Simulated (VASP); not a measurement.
Here is a VASP 6.6.1 calculation.

File INCAR:

```
SYSTEM = Li
PREC     = Accurate       ! precision mode
ENCUT    = 520            ! plane-wave cutoff, eV
EDIFF    = 1E-6           ! SCF threshold, eV
ISMEAR   = -1             ! smearing method
SIGMA    = 0.05           ! smearing width, eV
LREAL    = Auto         
LASPH    = .True.         ! aspherical terms in the spheres
NELM     = 100            ! most SCF steps
ALGO     = Normal         ! electronic algorithm
ISIF     = 2              ! what is computed and relaxed
LWAVE    = .False.        ! write WAVECAR
LCHARG   = .False.        ! write CHGCAR
GGA      = PE             ! functional
NBANDS   = 40             ! bands
```

File KPOINTS:

```
Automatic mesh
0
Gamma
  2 2 2
  0 0 0
```

POSCAR

```
Li
1.0
    6.9800000000      0.0000000000      0.0000000000
    0.0000000000      6.9800000000      0.0000000000
    0.0000000000      0.0000000000      6.9800000000
Li
17
Direct
   -0.0015349179      0.0265181375      0.0097191951
    0.6051613842      0.0402567276     -0.0442786391
   -0.0044163982      0.4575231864     -0.0253572780
    0.0061042029      0.0210596562      0.5020515761
    0.2871982942      0.2694124262      0.2497889922
    0.4878760217      0.5271003913      0.0030873039
    0.5220707126      0.0072448884      0.5160600980
    0.7458528298      0.2896251887      0.2704576272
    0.0411479789      0.4419601887      0.5586998011
    0.1019999045      0.6640448996      0.2771833843
    0.2907392647      0.2273461507      0.7826842810
    0.4567435305      0.5555529043      0.4936473839
    0.7347869894      0.7464148205      0.2537156721
    0.7082923767      0.3178422571      0.7116100156
    0.2525842998      0.7732668048      0.7753408707
    0.7829824975      0.7389143222      0.7354392965
    0.3555015287     -0.1095775504      0.1785878192
```

Potentials or basis: VASP PAW PBE potentials, release 64 (Li_sv).

Launch:

```bash
$ cat potpaw_PBE.64/Li_sv/POTCAR > POTCAR
$ mpirun -np 1 vasp_std > vasp.out
```

(1) What does it give for the band gap on the k mesh?

(2) What does it give for the largest force?

Results:

(1) zero (an odd number of electrons rules out a gap without spin polarisation).

(2) 0.062 eV/Å.

Caveat: the k points lie up to 0.45 Å⁻¹ apart, too coarse for converged energies and pressures of a metal.
